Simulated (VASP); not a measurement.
A run of VASP 6.6.1:

Contents of INCAR:

```
PREC = Accurate
ENCUT = 600
EDIFF = 1E-6
ISMEAR = 0
SIGMA = 0.1
LREAL = F
LASPH = T
NELM = 80
ALGO = Normal
ISIF = 3
LWAVE = F
LCHARG = F
GGA = PE
IBRION = 2
NSW = 100
EDIFFG = -0.005
```

File KPOINTS:

```
regular mesh
0
Gamma
  20 20 20
```

POSCAR

```
V
1.0
   -1.4911995862      1.4911995862      1.4911995862
    1.4911995862     -1.4911995862      1.4911995862
    1.4911995862      1.4911995862     -1.4911995862
V
1
Direct
    0.0000000000      0.0000000000      0.0000000000
```

Potentials or basis: VASP PAW PBE potentials, release 64 (V_sv).

Command:

```console
$ cat potpaw_PBE.64/V_sv/POTCAR > POTCAR
$ mpirun -np 1 vasp_std > vasp.out
```

Hardware: 1 thread of Intel(R) Xeon(R) 6975P-C (Granite Rapids) (shared host).

Q: How long does it take, and how much memory?

A: Run time: 23 s on 1 thread of Intel(R) Xeon(R) 6975P-C (Granite Rapids), with other jobs on the host, peak memory 0.18 GiB. Counts: scf iterations 24, k points 256, ion steps 3.
